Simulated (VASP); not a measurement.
# HfSi3 (Pm-3m) in VASP: a series of runs

Runs on HfSi3. Level: PBEsol. Tasks: single point.

All numbers are computed with VASP 6.6.1; they aren't measurements. Logs are shortened: lines on timing, memory, paths and dates and some standing lists are left out, and cuts for length are marked.

## 1. The cell of the first run

The structure is cubic, space group Pm-3m (No. 221). Conventional cell: a = 3.877 Å, b = 3.877 Å, c = 3.877 Å, α = 90.00°, β = 90.00°, γ = 90.00°. Hf (site symmetry m-3m) has 12 Si at 2.74 Å within 3.6 Å. Si (site symmetry 4/mmm) has 4 Hf at 2.74 Å and 8 Si at 2.74 Å within 3.6 Å.

## 2. Single point, PBEsol (volume scaled by 0.960)

File INCAR:

```
ALGO = Normal
EDIFF = 1E-6
ENCUT = 520
GGA = PS
ISIF = 2
ISMEAR = 0
LASPH = T
LCHARG = F
LREAL = F
LWAVE = F
NBANDS = 19
NELM = 60
PREC = Accurate
SIGMA = 0.05
```

File KPOINTS:

```
k-points
0
Gamma
  8 8 8
```

File POSCAR:

```
HfSi3
1.0
    3.8768910743      0.0000000000      0.0000000000
    0.0000000000      3.8768910743      0.0000000000
    0.0000000000      0.0000000000      3.8768910743
Hf Si
1 3
Direct
    0.0000000000      0.0000000000      0.0000000000
    0.0000000000      0.5000000000      0.5000000000
    0.5000000000      0.5000000000      0.0000000000
    0.5000000000      0.0000000000      0.5000000000
```

Potentials or basis: VASP PAW PBE potentials, release 64 (Hf_pv, Si).

Started as:

```console
$ cat potpaw_PBE.64/Hf_pv/POTCAR potpaw_PBE.64/Si/POTCAR > POTCAR
$ mpirun -np 1 vasp_std > vasp.out
```

OUTCAR:

```text
EDIFF = 1E-6
   ENCUT = 520
   GGA = PS
   ISIF = 2
   ISMEAR = 0
   LASPH = T
   LREAL = F
   NELM = 60
   PREC = Accurate

 ion  position               nearest neighbor table
   1  0.000  0.000  0.000-   2 2.74   3 2.74   4 2.74   2 2.74   4 2.74   2 2.74   3 2.74   2 2.74
                             3 2.74   4 2.74   4 2.74   3 2.74
   2  0.000  0.500  0.500-   1 2.74   3 2.74   4 2.74   1 2.74   3 2.74   1 2.74   4 2.74   1 2.74
                             3 2.74   4 2.74   3 2.74   4 2.74
   3  0.500  0.500  0.000-   1 2.74   2 2.74   4 2.74   2 2.74   4 2.74   1 2.74   4 2.74   4 2.74
                             1 2.74   2 2.74   2 2.74   1 2.74
   4  0.500  0.000  0.500-   1 2.74   2 2.74   3 2.74   1 2.74   3 2.74   2 2.74   3 2.74   3 2.74
                             1 2.74   2 2.74   1 2.74   2 2.74

  LATTYP: Found a simple cubic cell.
 ALAT       =     3.8768910743

  Lattice vectors:

 A1 = (   3.8768910743,   0.0000000000,   0.0000000000)
 A2 = (   0.0000000000,   3.8768910743,   0.0000000000)
 A3 = (   0.0000000000,   0.0000000000,   3.8768910743)

Analysis of symmetry for initial positions (statically):
=====================================================================
 Subroutine PRICEL returns:
 Original cell was already a primitive cell.

 Routine SETGRP: Setting up the symmetry group for a
 simple cubic supercell.

 Subroutine GETGRP returns: Found 48 space group operations
 (whereof 48 operations were pure point group operations)
 out of a pool of 48 trial point group operations.

The static configuration has the point symmetry O_h .

Analysis of symmetry for dynamics (positions and initial velocities):
=====================================================================
 Subroutine PRICEL returns:
 Original cell was already a primitive cell.

 Routine SETGRP: Setting up the symmetry group for a
 simple cubic supercell.

 Subroutine GETGRP returns: Found 48 space group operations
 (whereof 48 operations were pure point group operations)
 out of a pool of 48 trial point group operations.

The dynamic configuration has the point symmetry O_h .

 Subroutine INISYM returns: Found 48 space group operations
 (whereof 48 operations are pure point group operations),
 and found     1 'primitive' translations

----------------------------------------------------------------------------------------

                                     Primitive cell

  volume of cell :      58.2708

  direct lattice vectors                    reciprocal lattice vectors
     3.876891074  0.000000000  0.000000000     0.257938637  0.000000000  0.000000000
     0.000000000  3.876891074  0.000000000     0.000000000  0.257938637  0.000000000
     0.000000000  0.000000000  3.876891074     0.000000000  0.000000000  0.257938637

  length of vectors
     3.876891074  3.876891074  3.876891074     0.257938637  0.257938637  0.257938637

  position of ions in fractional coordinates (direct lattice)
     0.000000000  0.000000000  0.000000000
     0.000000000  0.500000000  0.500000000
     0.500000000  0.500000000  0.000000000
     0.500000000  0.000000000  0.500000000

  ion indices of the primitive-cell ions
   primitive index   ion index
                 1           1
                 2           2
                 3           3
                 4           4

----------------------------------------------------------------------------------------

 KPOINTS: k-points

Automatic generation of k-mesh.
 Grid dimensions read from file:
 generate k-points for:    8    8    8

 Generating k-lattice:

  Cartesian coordinates                     Fractional coordinates (reciprocal lattice)
     0.032242330  0.000000000  0.000000000     0.125000000  0.000000000  0.000000000
     0.000000000  0.032242330  0.000000000     0.000000000  0.125000000  0.000000000
     0.000000000  0.000000000  0.032242330     0.000000000  0.000000000  0.125000000

  Length of vectors
     0.032242330  0.032242330  0.032242330

  Shift w.r.t. Gamma in fractional coordinates (k-lattice)
     0.000000000  0.000000000  0.000000000

 Subroutine IBZKPT returns following result:
 ===========================================

 Found     35 irreducible k-points:

 Following reciprocal coordinates:
            Coordinates               Weight
  0.000000  0.000000  0.000000      1.000000
  0.125000  0.000000  0.000000      6.000000
  0.250000  0.000000  0.000000      6.000000
  0.375000  0.000000  0.000000      6.000000
  0.500000  0.000000  0.000000      3.000000
  0.125000  0.125000  0.000000     12.000000
[... 16 lines left out ...]
  0.375000  0.375000  0.125000     24.000000
  0.500000  0.375000  0.125000     24.000000
 [... further k-points ...]
   k-points           NKPTS =     35   k-points in BZ     NKDIM =     35   number of bands    NBANDS=     19
   number of dos      NEDOS =    301   number of ions     NIONS =      4
   total plane-waves  NPLWV =  27000
   dimension x,y,z NGX =    30 NGY =   30 NGZ =   30
   dimension x,y,z NGXF=    60 NGYF=   60 NGZF=   60
   ions per type =               1   3
   NGX,Y,Z   is equivalent  to a cutoff of  12.86, 12.86, 12.86 a.u.
   NGXF,Y,Z  is equivalent  to a cutoff of  25.73, 25.73, 25.73 a.u.
 SYSTEM =  unknown system
   PREC   = accura    normal or accurate (medium, high low for compatibility)
   ISTART =      0    job   : 0-new  1-cont  2-samecut
   ICHARG =      2    charge: 1-file 2-atom 10-const
   ISPIN  =      1    spin polarized calculation?
   LNONCOLLINEAR =      F non collinear calculations
   LSORBIT =      F    spin-orbit coupling
   LASPH  =      T    aspherical Exc in radial PAW
   ENCUT  =  520.0 eV  38.22 Ry    6.18 a.u.   7.21  7.21  7.21*2*pi/ulx,y,z
   NELM   =     60;   NELMIN=  2; NELMDL= -5     # of ELM steps
   EDIFF  = 0.1E-05   stopping-criterion for ELM
   LREAL  =      F    real-space projection
   EDIFFG = 0.1E-04   stopping-criterion for IOM
   NSW    =      0    number of steps for IOM
   IBRION =     -1    ionic relax: 0-MD 1-quasi-New 2-CG
   NFREE  =      0    steps in history (QN), initial steepest desc. (CG)
   ISIF   =      2    stress and relaxation
   ISYM   =      2    0-nonsym 1-usesym 2-fastsym
   POTIM  = 0.5000    time-step for ionic-motion
   TEBEG  =    0.0;   TEEND  =   0.0 temperature during run
   PSTRESS=    0.0 pullay stress
   NELECT =      22.0000    total number of electrons
   NUPDOWN=      -1.0000    fix difference up-down
   EMIN   =  10.00;   EMAX   =-10.00  energy-range for DOS
   EFERMI =   0.00;   METHOD = LEGACY
   ISMEAR =     0;   SIGMA  =   0.05  broadening in eV -4-tet -1-fermi 0-gaus
   EFERMI_NEDOS =   21; number of points for ismear=-14 and -15
   IALGO  =     38    algorithm
   IMIX   =      4    mixing-type and parameters
     AMIX     =   0.40;   BMIX     =  1.00
     AMIX_MAG =   1.60;   BMIX_MAG =  1.00
  volume/ion in A,a.u.               =      14.57        98.31
  Fermi-wavevector in a.u.,A,eV,Ry     =   1.183220  2.235961 19.048283  1.400009
  Thomas-Fermi vector in A             =   2.319459
   LORBIT       =      0    0 simple, 1 ext, 2 COOP (PROOUT), +10 PAW based schemes
   GGA     = PS    functional components
   LHFCALC =     F    Hartree Fock is set to
   AEXX    =    0.0000 exact exchange contribution
   IVDW    =     0    specifies the selected vdW correction
   LEPSILON=     F    determine dielectric tensor
   LRPA    =     F    only Hartree local field effects (RPA)
 non-spin polarized calculation
 Gauss-broadening in eV      SIGMA  =   0.05
  energy-cutoff  :      520.00
  volume of cell :       58.27
 maximum number of plane-waves:      1596
 NGX is ok and might be reduce to    30
   NGX = 15   NGY = 15   NGZ = 15

 number of electron      22.0000001 magnetization

 Free energy of the ion-electron system (eV)
  ---------------------------------------------------
  ext. energy  EPLUGINS =         0.00000000
  ---------------------------------------------------
  free energy    TOTEN  =       -28.38260200 eV

  energy without entropy =      -28.37946260  energy(sigma->0) =      -28.38103230

 E-fermi :  10.0380     XC(G=0): -11.8156

 val. band max:       10.0259220572   @ k =   0.3750   0.3750   0.0000
 cond. band min:      10.0646987554   @ k =   0.2500   0.2500   0.1250
 fundamental gap:      0.0387766983
 Fermi energy:        10.0380040532

 k-point     1 :       0.0000    0.0000    0.0000
  band No.  band energies     occupation
      1     -21.0579      2.00000
      2     -21.0579      2.00000
      3     -21.0579      2.00000
      4      -3.9809      2.00000
      5       3.7962      2.00000
      6       3.7962      2.00000
[... 11 lines left out ...]
     18      13.2396      0.00000
     19      16.6706      0.00000

 k-point     2 :       0.1250    0.0000    0.0000
  band No.  band energies     occupation
      1     -21.0707      2.00000
      2     -21.0568      2.00000
      3     -21.0568      2.00000
      4      -3.8064      2.00000
      5       2.9669      2.00000
      6       3.9407      2.00000
[... 11 lines left out ...]
     18      14.8618      0.00000
     19      15.6779      0.00000

 k-point     3 :       0.2500    0.0000    0.0000
  band No.  band energies     occupation
      1     -21.1013      2.00000
      2     -21.0541      2.00000
      3     -21.0541      2.00000
      4      -3.2949      2.00000
      5       1.4973      2.00000
      6       4.3699      2.00000
[... 11 lines left out ...]
     18      15.0114      0.00000
     19      15.0154      0.00000

 k-point     4 :       0.3750    0.0000    0.0000
  band No.  band energies     occupation
      1     -21.1316      2.00000
      2     -21.0514      2.00000
      3     -21.0514      2.00000
      4      -2.4829      2.00000
      5       0.0256      2.00000
      6       5.0584      2.00000
[... 407 lines left out ...]
     18      16.3043      0.00000
     19      16.9912      0.00000

 k-point    23 :       0.3750    0.3750    0.1250
  band No.  band energies     occupation
      1     -21.1202      2.00000
      2     -21.1187      2.00000
      3     -21.0566      2.00000
      4      -1.1439      2.00000
      5       1.2260      2.00000
      6       1.3276      2.00000
[... 11 lines left out ...]
     18      15.2467      0.00000
     19      16.4405      0.00000

 k-point    24 :       0.5000    0.3750    0.1250
  band No.  band energies     occupation
      1     -21.1312      2.00000
      2     -21.1177      2.00000
      3     -21.0554      2.00000
      4      -0.6505      2.00000
      5       0.5714      2.00000
      6       1.6648      2.00000
[... 11 lines left out ...]
     18      15.9263      0.00000
     19      17.3698      0.00000

 [... further k-points ...]
[... 5 lines left out ...]
  --------------------------------------------------------------------------------------
  -------------------------------------------------------------------------------------
  Total        2.1019322      2.1019322      2.1019322     -0.0000000      0.0000000     -0.0000000
  in kB       57.7934319     57.7934319     57.7934319     -0.0000000      0.0000000     -0.0000000
  external PRESSURE =      57.7934319 kB  Pullay stress =       0.0000000 kB

 VOLUME and BASIS-vectors are now :
 -----------------------------------------------------------------------------
  energy-cutoff  :      520.00
  volume of cell :       58.27
      direct lattice vectors                 reciprocal lattice vectors
     3.876891074  0.000000000  0.000000000     0.257938637  0.000000000  0.000000000
     0.000000000  3.876891074  0.000000000     0.000000000  0.257938637  0.000000000
     0.000000000  0.000000000  3.876891074     0.000000000  0.000000000  0.257938637

 POSITION                                       TOTAL-FORCE (eV/Angst)
 -----------------------------------------------------------------------------------
      0.00000      0.00000      0.00000         0.000000      0.000000      0.000000
      0.00000      1.93845      1.93845         0.000000      0.000000      0.000000
      1.93845      1.93845      0.00000         0.000000      0.000000      0.000000
      1.93845      0.00000      1.93845         0.000000      0.000000      0.000000
 -----------------------------------------------------------------------------------
    total drift:                                0.000000     -0.000000      0.000000

  FREE ENERGIE OF THE ION-ELECTRON SYSTEM (eV)
  ---------------------------------------------------
  free  energy   TOTEN  =       -28.3826020009 eV

  energy  without entropy=      -28.3794625981  energy(sigma->0) =      -28.38103230
```

It took 24 s on 1 thread of Intel Xeon Platinum 8488C (Sapphire Rapids), shared host; peak memory 0.18 GiB.

What came out:

```yaml
Free_energy: -28.3826 eV
Pressure: 5.8 GPa
Band_gap_on_the_k_mesh: zero (band 11 reaches 10.92 eV, above the bottom of band 12 at 8.87 eV)
```

Caveat: the PAW data sets were made with another functional, which shifts forces and pressure a little; spin-orbit coupling is left out, which moves the levels of the heavy elements.

## 3. Single point, PBEsol (volume scaled by 0.980)

File INCAR:

```
ALGO = Normal
EDIFF = 1E-6
ENCUT = 520
GGA = PS
ISIF = 2
ISMEAR = 0
LASPH = T
LCHARG = T
LELF = T
LREAL = F
LVHAR = T
LWAVE = F
NBANDS = 19
NELM = 100
PREC = Accurate
SIGMA = 0.05
```

KPOINTS is that of step 2.

File POSCAR:

```
HfSi3
1.0
    3.9036290991      0.0000000000      0.0000000000
    0.0000000000      3.9036290991      0.0000000000
    0.0000000000      0.0000000000      3.9036290991
Hf Si
1 3
Direct
    0.0000000000      0.0000000000      0.0000000000
    0.0000000000      0.5000000000      0.5000000000
    0.5000000000      0.5000000000      0.0000000000
    0.5000000000      0.0000000000      0.5000000000
```

Potentials or basis: VASP PAW PBE potentials, release 64 (Hf_pv, Si).

Started as:

```console
$ cat potpaw_PBE.64/Hf_pv/POTCAR potpaw_PBE.64/Si/POTCAR > POTCAR
$ mpirun -np 1 vasp_std > vasp.out
```

Wall time 28 s (1 thread of Intel Xeon Platinum 8488C (Sapphire Rapids), shared host); peak memory 0.18 GiB.

It converged, with:

| Property | Result |
| --- | --- |
| Free energy | -28.4149 eV |
| Pressure | 2.8 GPa |
| Band gap on the k mesh | zero (band 11 reaches 10.65 eV, above the bottom of band 12 at 8.63 eV) |

Levels at points of the mesh, in eV from the Fermi level:
```csv
k point,band 8,band 9,band 10,band 11,band 12,band 13,band 14,band 15
"(0.00, 0.00, 0.00)",-4.38,-4.38,-0.34,-0.17,-0.17,-0.17,2.22,2.22
"(0.50, 0.00, 0.00)",-4.23,-3.46,-1.17,-1.17,-0.37,0.41,0.41,2.95
"(0.50, 0.50, 0.00)",-3.26,-3.26,-1.27,-1.02,0.78,0.78,0.90,1.72
"(0.50, 0.50, 0.50)",-5.20,-5.20,-5.20,-1.02,2.21,2.21,4.23,4.23
```

Caveat: the PAW data sets were made with another functional, which shifts forces and pressure a little; spin-orbit coupling is left out, which moves the levels of the heavy elements.
